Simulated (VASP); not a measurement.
# Rh (Im-3m) in VASP: settings compared

Rh is run at these levels: HSE06, PBE; tasks: single point, relaxation of cell and atoms.

Program: VASP 6.6.1. These are calculated values, not measurements. Logs are shortened: lines on timing, memory, paths and dates and some standing lists are left out, and cuts for length are marked.

## (1) The cell of the first run

The structure is cubic, space group Im-3m (No. 229). The conventional cell has a = 3.072 Å, b = 3.072 Å, c = 3.072 Å, α = 90.00°, β = 90.00°, γ = 90.00°. Within 3.5 Å of Rh (site symmetry m-3m) lie 14 Rh at 2.66 to 3.07 Å.

## (2) Single point, HSE06

The input, POSCAR:

```
Rh
1.0
   -1.5362030895      1.5362030895      1.5362030895
    1.5362030895     -1.5362030895      1.5362030895
    1.5362030895      1.5362030895     -1.5362030895
Rh
1
Direct
    0.0000000000      0.0000000000      0.0000000000
```

The input, INCAR.step1:

```
PREC     = Accurate       # precision mode
ENCUT    = 520            # plane-wave cutoff, eV
EDIFF    = 1E-5           # SCF threshold, eV
ISMEAR   = -1             # smearing method
SIGMA    = 0.1            # smearing width, eV
LREAL    = F              # projectors in reciprocal space
LASPH    = T              # aspherical terms in the spheres
NELM     = 100            # most SCF steps
ALGO     = Normal         # electronic algorithm
ISIF     = 2              # what is computed and relaxed
LWAVE    = T              # write WAVECAR
LCHARG   = F              # write CHGCAR
GGA      = PE             # functional
NBANDS   = 14             # bands
```

The input, INCAR.step2:

```
PREC     = Accurate       # precision mode
ENCUT    = 520            # plane-wave cutoff, eV
EDIFF    = 1E-6           # SCF threshold, eV
ISMEAR   = -1             # smearing method
SIGMA    = 0.1            # smearing width, eV
LREAL    = F              # projectors in reciprocal space
LASPH    = T              # aspherical terms in the spheres
NELM     = 100            # most SCF steps
ALGO     = Normal         # electronic algorithm
ISIF     = 2              # what is computed and relaxed
LWAVE    = F              # write WAVECAR
LCHARG   = F              # write CHGCAR
GGA      = PE             # functional
LHFCALC  = T              # exact exchange
HFSCREEN = 0.2079         # screening, 1/A
PRECFOCK = Normal       
ISTART   = 1            
NBANDS   = 14             # bands
```

The input, KPOINTS:

```
Automatic mesh
0
Gamma
  7 7 7
```

Potentials or basis: VASP PAW PBE potentials, release 64 (Rh_pv).

Started as:

```console
$ cat potpaw_PBE.64/Rh_pv/POTCAR > POTCAR
$ cp INCAR.step1 INCAR
$ mpirun -np 1 vasp_std > vasp.out
$ cp INCAR.step2 INCAR
$ mpirun -np 1 vasp_std > vasp.out
```

OUTCAR:

```text
PREC = Accurate
   ENCUT = 520
   EDIFF = 1E-6
   ISMEAR = -1
   LREAL = F
   LASPH = T
   NELM = 100
   ISIF = 2
   GGA = PE
   LHFCALC = T
   HFSCREEN = 0.2079
   PRECFOCK = Normal
   ISTART = 1

 ion  position               nearest neighbor table
   1  0.000  0.000  0.000-

  LATTYP: Found a body centered cubic cell.
 ALAT       =     3.0724061790

  Lattice vectors:

 A1 = (  -1.5362030895,   1.5362030895,   1.5362030895)
 A2 = (   1.5362030895,  -1.5362030895,   1.5362030895)
 A3 = (   1.5362030895,   1.5362030895,  -1.5362030895)

Analysis of symmetry for initial positions (statically):
=====================================================================
 Subroutine PRICEL returns:
 Original cell was already a primitive cell.

 Routine SETGRP: Setting up the symmetry group for a
 body centered cubic supercell.

 Subroutine GETGRP returns: Found 48 space group operations
 (whereof 48 operations were pure point group operations)
 out of a pool of 48 trial point group operations.

The static configuration has the point symmetry O_h .

Analysis of symmetry for dynamics (positions and initial velocities):
=====================================================================
 Subroutine PRICEL returns:
 Original cell was already a primitive cell.

 Routine SETGRP: Setting up the symmetry group for a
 body centered cubic supercell.

 Subroutine GETGRP returns: Found 48 space group operations
 (whereof 48 operations were pure point group operations)
 out of a pool of 48 trial point group operations.

The dynamic configuration has the point symmetry O_h .

 Subroutine INISYM returns: Found 48 space group operations
 (whereof 48 operations are pure point group operations),
 and found     1 'primitive' translations

----------------------------------------------------------------------------------------

                                     Primitive cell

  volume of cell :      14.5013

  direct lattice vectors                    reciprocal lattice vectors
    -1.536203090  1.536203090  1.536203090     0.000000000  0.325477799  0.325477799
     1.536203090 -1.536203090  1.536203090     0.325477799  0.000000000  0.325477799
     1.536203090  1.536203090 -1.536203090     0.325477799  0.325477799  0.000000000

  length of vectors
     2.660781802  2.660781802  2.660781802     0.460295117  0.460295117  0.460295117

  position of ions in fractional coordinates (direct lattice)
     0.000000000  0.000000000  0.000000000

  ion indices of the primitive-cell ions
   primitive index   ion index
                 1           1

----------------------------------------------------------------------------------------

 KPOINTS: Automatic mesh

Automatic generation of k-mesh.
 Grid dimensions read from file:
 generate k-points for:    7    7    7

 Generating k-lattice:

  Cartesian coordinates                     Fractional coordinates (reciprocal lattice)
     0.000000000  0.046496828  0.046496828     0.142857143  0.000000000  0.000000000
     0.046496828  0.000000000  0.046496828     0.000000000  0.142857143  0.000000000
     0.046496828  0.046496828  0.000000000     0.000000000  0.000000000  0.142857143

  Length of vectors
     0.065756445  0.065756445  0.065756445

  Shift w.r.t. Gamma in fractional coordinates (k-lattice)
     0.000000000  0.000000000  0.000000000

 Subroutine IBZKPT returns following result:
 ===========================================

 Found     20 irreducible k-points:

 Following reciprocal coordinates:
            Coordinates               Weight
  0.000000  0.000000  0.000000      1.000000
  0.142857  0.000000  0.000000     12.000000
  0.285714  0.000000  0.000000     12.000000
  0.428571  0.000000  0.000000     12.000000
  0.142857  0.142857  0.000000     24.000000
  0.285714  0.142857 -0.000000     48.000000
[... 12 lines left out ...]
 -0.428571 -0.428571  0.285714      8.000000
 -0.428571  0.428571  0.428571      6.000000
   k-points           NKPTS =     20   k-points in BZ     NKDIM =    343   number of bands    NBANDS=     14
   number of dos      NEDOS =    301   number of ions     NIONS =      1
   total plane-waves  NPLWV =   8000
   dimension x,y,z NGX =    20 NGY =   20 NGZ =   20
   dimension x,y,z NGXF=    40 NGYF=   40 NGZF=   40
   ions per type =               1
   NGX,Y,Z   is equivalent  to a cutoff of  12.50, 12.50, 12.50 a.u.
   NGXF,Y,Z  is equivalent  to a cutoff of  24.99, 24.99, 24.99 a.u.
 SYSTEM =  unknown system
   PREC   = accura    normal or accurate (medium, high low for compatibility)
   ISTART =      1    job   : 0-new  1-cont  2-samecut
   ICHARG =      0    charge: 1-file 2-atom 10-const
   ISPIN  =      1    spin polarized calculation?
   LNONCOLLINEAR =      F non collinear calculations
   LSORBIT =      F    spin-orbit coupling
   LASPH  =      T    aspherical Exc in radial PAW
   ENCUT  =  520.0 eV  38.22 Ry    6.18 a.u.   4.95  4.95  4.95*2*pi/ulx,y,z
   NELM   =    100;   NELMIN=  2; NELMDL=  0     # of ELM steps
   EDIFF  = 0.1E-05   stopping-criterion for ELM
   LREAL  =      F    real-space projection
   EDIFFG = 0.1E-04   stopping-criterion for IOM
   NSW    =      0    number of steps for IOM
   IBRION =     -1    ionic relax: 0-MD 1-quasi-New 2-CG
   NFREE  =      0    steps in history (QN), initial steepest desc. (CG)
   ISIF   =      2    stress and relaxation
   ISYM   =      3    0-nonsym 1-usesym 2-fastsym
   POTIM  = 0.5000    time-step for ionic-motion
   TEBEG  =    0.0;   TEEND  =   0.0 temperature during run
   PSTRESS=    0.0 pullay stress
   NELECT =      15.0000    total number of electrons
   NUPDOWN=      -1.0000    fix difference up-down
   EMIN   =  10.00;   EMAX   =-10.00  energy-range for DOS
   EFERMI =   0.00;   METHOD = LEGACY
   ISMEAR =    -1;   SIGMA  =   0.10  broadening in eV -4-tet -1-fermi 0-gaus
   EFERMI_NEDOS =   21; number of points for ismear=-14 and -15
   IALGO  =     38    algorithm
   IMIX   =      1    mixing-type and parameters
     AMIX     =   0.40;   BMIX     =  1.00
     AMIX_MAG =   1.60;   BMIX_MAG =  1.00
  volume/ion in A,a.u.               =      14.50        97.86
  Fermi-wavevector in a.u.,A,eV,Ry     =   1.655655  3.128735 37.296220  2.741195
  Thomas-Fermi vector in A             =   2.743714
   LORBIT       =      0    0 simple, 1 ext, 2 COOP (PROOUT), +10 PAW based schemes
   GGA     = PE    functional components
   LHFCALC =     T    Hartree Fock is set to
   PRECFOCK=normal    Normal, Fast or Accurate (Low or Medium for compatibility)
   ENCUT4O =  -1.0   cutoff for four orbital integrals eV
   NKREDX  =     1    reduce k-point grid by
   NKREDY  =     1    reduce k-point grid by
   NKREDZ  =     1    reduce k-point grid by
   AEXX    =    0.2500 exact exchange contribution
   HFSCREEN=    0.2079 screening length (either q_TF or 0.3 A-1)
   HFSCREENC=   0.2079 screening length for correlation (either q_TF or 0.3 A-1)
   ENCUTFOCK=  -1.0 apply spherical cutoff to Coloumb kernel
   IVDW    =     0    specifies the selected vdW correction
   LEPSILON=     F    determine dielectric tensor
   LRPA    =     F    only Hartree local field effects (RPA)
 non-spin polarized calculation
  energy-cutoff  :      520.00
  volume of cell :       14.50
 maximum number of plane-waves:       410
  NGX = 16; NGY = 16; NGZ = 16

 number of electron      15.0000005 magnetization

 Free energy of the ion-electron system (eV)
  ---------------------------------------------------
  ext. energy  EPLUGINS =         0.00000000
  ---------------------------------------------------
  free energy    TOTEN  =        -8.14538594 eV

  energy without entropy =       -8.10033459  energy(sigma->0) =       -8.12286026

 E-fermi :  10.1090     XC(G=0): -11.1010

 val. band max:       10.0455475988   @ k =  -0.1429   0.1429   0.1429
 cond. band min:      10.1542454907   @ k =   0.2857   0.1429  -0.0000
 fundamental gap:      0.1086978920
 Fermi energy:        10.1089965724

 k-point     1 :       0.0000    0.0000    0.0000
  band No.  band energies     occupation
      1     -38.5767      2.00000
      2     -38.5767      2.00000
      3     -38.5767      2.00000
      4       2.2867      2.00000
      5       7.0174      2.00000
      6       7.0174      2.00000
      7       7.0174      2.00000
      8       9.3569      1.99892
      9       9.3569      1.99892
     10      30.0920      0.00000
     11      30.0920      0.00000
     12      30.0920      0.00000
     13      36.7347      0.00000
     14      39.9737      0.00000

 k-point     2 :       0.1429    0.0000    0.0000
  band No.  band energies     occupation
      1     -38.7217      2.00000
      2     -38.6253      2.00000
      3     -38.5803      2.00000
      4       3.1670      2.00000
      5       6.6871      2.00000
      6       7.0326      2.00000
      7       7.7850      2.00000
      8       9.0521      1.99995
      9       9.4366      1.99760
     10      29.9976      0.00000
     11      30.1569      0.00000
     12      31.2721      0.00000
     13      36.7323      0.00000
     14      36.8235      0.00000

 k-point     3 :       0.2857    0.0000    0.0000
  band No.  band energies     occupation
      1     -39.0415      2.00000
      2     -38.7342      2.00000
      3     -38.5890      2.00000
      4       4.3717      2.00000
      5       6.0086      2.00000
      6       7.9464      2.00000
      7       9.0903      1.99992
      8       9.6688      1.97579
      9       9.8166      1.89807
     10      26.5239      0.00000
     11      28.3350      0.00000
     12      34.1551      0.00000
     13      34.4794      0.00000
     14      36.7269      0.00000
[... 256 lines left out ...]
 k-point    19 :      -0.4286   -0.4286    0.2857
  band No.  band energies     occupation
      1     -39.1311      2.00000
      2     -39.1311      2.00000
      3     -38.9469      2.00000
      4       4.6338      2.00000
      5       4.6338      2.00000
      6       8.7590      2.00000
      7      11.1434      0.00006
      8      11.1434      0.00006
      9      20.6879      0.00000
     10      20.6879      0.00000
     11      21.1602      0.00000
     12      31.2013      0.00000
     13      31.2013      0.00000
     14      34.4744      0.00000

 k-point    20 :      -0.4286    0.4286    0.4286
  band No.  band energies     occupation
      1     -39.1199      2.00000
      2     -39.0944      2.00000
      3     -39.0944      2.00000
      4       4.0654      2.00000
      5       4.1734      2.00000
      6      11.0296      0.00020
      7      11.0296      0.00020
      8      11.4615      0.00000
      9      19.0643      0.00000
     10      21.8854      0.00000
     11      21.8854      0.00000
     12      30.1062      0.00000
     13      30.4456      0.00000
     14      32.9086      0.00000

------------------------ aborting loop because EDIFF is reached ----------------------------------------

  FORCE on cell =-STRESS in cart. coord.  units (eV):
  Direction    XX          YY          ZZ          XY          YZ          ZX
  --------------------------------------------------------------------------------------
  -------------------------------------------------------------------------------------
  Total       -0.9528071     -0.9528071     -0.9528071      0.0000000     -0.0000000      0.0000000
  in kB     -105.2712217   -105.2712217   -105.2712217      0.0000000     -0.0000000      0.0000000
  external PRESSURE =    -105.2712217 kB  Pullay stress =       0.0000000 kB

 VOLUME and BASIS-vectors are now :
 -----------------------------------------------------------------------------
  energy-cutoff  :      520.00
  volume of cell :       14.50
      direct lattice vectors                 reciprocal lattice vectors
    -1.536203090  1.536203090  1.536203090     0.000000000  0.325477799  0.325477799
     1.536203090 -1.536203090  1.536203090     0.325477799  0.000000000  0.325477799
     1.536203090  1.536203090 -1.536203090     0.325477799  0.325477799  0.000000000

 POSITION                                       TOTAL-FORCE (eV/Angst)
 -----------------------------------------------------------------------------------
      0.00000      0.00000      0.00000         0.000000      0.000000     -0.000000
 -----------------------------------------------------------------------------------
    total drift:                                0.000000     -0.000000     -0.000000

  FREE ENERGIE OF THE ION-ELECTRON SYSTEM (eV)
  ---------------------------------------------------
  free  energy   TOTEN  =        -8.1453859364 eV

  energy  without entropy=       -8.1003345886  energy(sigma->0) =       -8.12286026
```

It took 58 min on 1 thread of AMD EPYC 7R13, shared host; peak memory 0.21 GiB.

Results:

```yaml
Free_energy: -8.1454 eV
Pressure: -10.5 GPa
```

Caveat: the k points lie up to 0.41 Å⁻¹ apart; the PAW data sets were made with another functional, which shifts forces and pressure a little.

## (3) Single point, PBE

The input, INCAR:

```
  PREC = Accurate
  ENCUT = 500
  EDIFF = 1E-6
  ISMEAR = -1
  SIGMA = 0.1
  LREAL = F
  LASPH = T
  NELM = 120
  ALGO = Normal
  ISIF = 2
  LWAVE = F
  LCHARG = F
  GGA = PE
  NBANDS = 14
  GGA_COMPAT = F
```

The input, KPOINTS:

```
Automatic mesh
0
Gamma
  15 15 15
```

The input, POSCAR:

```
Rh
1.0
   -1.5362030892      1.5362030892      1.5362030892
    1.5362030892     -1.5362030892      1.5362030892
    1.5362030892      1.5362030892     -1.5362030892
Rh
1
Direct
    0.0000000000      0.0000000000      0.0000000000
```

Potentials or basis: VASP PAW PBE potentials, release 64 (Rh_pv).

Started as:

```console
$ cat potpaw_PBE.64/Rh_pv/POTCAR > POTCAR
$ mpirun -np 1 vasp_std > vasp.out
```

Run time: 30 s. Hardware: 1 thread of Intel Xeon 8259CL, shared host; peak memory 0.14 GiB.

Results (log left out):

```yaml
Free_energy: -6.9437 eV
Pressure: 0.1 GPa
```

Levels at points of the mesh, in eV from the Fermi level:
| k point | band 6 | band 7 | band 8 | band 9 | band 10 | band 11 |
| --- | --- | --- | --- | --- | --- | --- |
| (0.00, 0.00, 0.00) | -2.76 | -2.76 | -0.44 | -0.44 | 18.41 | 18.41 |

[end of part 1 of 2]
